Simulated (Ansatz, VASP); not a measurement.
## Cu3N in VASP and in Ansatz

The input INCAR:

```
ALGO = Normal
EDIFF = 1E-6
ENCUT = 600
GGA = PS
GGA_COMPAT = F
ISIF = 2
ISMEAR = 0
LASPH = T
LCHARG = F
LREAL = F
LWAVE = F
NBANDS = 27
NELM = 120
PREC = Accurate
SIGMA = 0.01
```

File KPOINTS:

```
k-points
0
Gamma
  6 6 6
```

The input POSCAR:

```
Cu3N
1.0
    3.8070000000      0.0000000000      0.0000000000
    0.0000000000      3.8070000000      0.0000000000
    0.0000000000      0.0000000000      3.8070000000
Cu N
3 1
Direct
    0.5000000000      0.0000000000      0.0000000000
    0.0000000000      0.5000000000      0.0000000000
    0.0000000000      0.0000000000      0.5000000000
    0.0000000000      0.0000000000      0.0000000000
```

Input for Ansatz:

```yaml
crystal:
  lattice:
    - [3.807, 0.0, 0.0]
    - [0.0, 3.807, 0.0]
    - [0.0, 0.0, 3.807]
  atoms:
    - { symbol: Cu, position: [0.5, 0.0, 0.0] }
    - { symbol: Cu, position: [0.0, 0.5, 0.0] }
    - { symbol: Cu, position: [0.0, 0.0, 0.5] }
    - { symbol: "N", position: [0.0, 0.0, 0.0] }
kpoints:
  mp_grid:
    grid: [6, 6, 6]
    shift: [0.0, 0.0, 0.0]
hamiltonian:
  xc: pbesol
  pseudopotentials:
    kind: all_electron
    lapw: {}
scf:
  occupations:
    method: fixed
output:
  forces: true
  stress: true
  eigenvalues: true
```

Alike in both runs: task single point; functional PBEsol; k mesh 6 × 6 × 6; no spin polarisation.

|  | VASP | Ansatz |
| --- | --- | --- |
| version | VASP 6.6.1 | Ansatz 0.2.0 |
| potentials or method | VASP PAW PBE potentials, release 64 (Cu, N), cutoff 600 eV | all-electron (LAPW or listed datasets) |
| occupations | gaussian, width 0.01 eV | fixed |

|  | VASP | Ansatz | Ansatz less VASP |
| --- | --- | --- | --- |
| gap on the k mesh at the Fermi level (eV) | 0.14 | 0.11 | -0.031 |
| pressure (GPa) | -3.3 | -4.0 | -0.70 |

VASP's potentials were made for PBE, not for PBEsol. Ansatz ran all-electron here, and VASP with PAW potentials. Ansatz's warnings: metallic iterate.
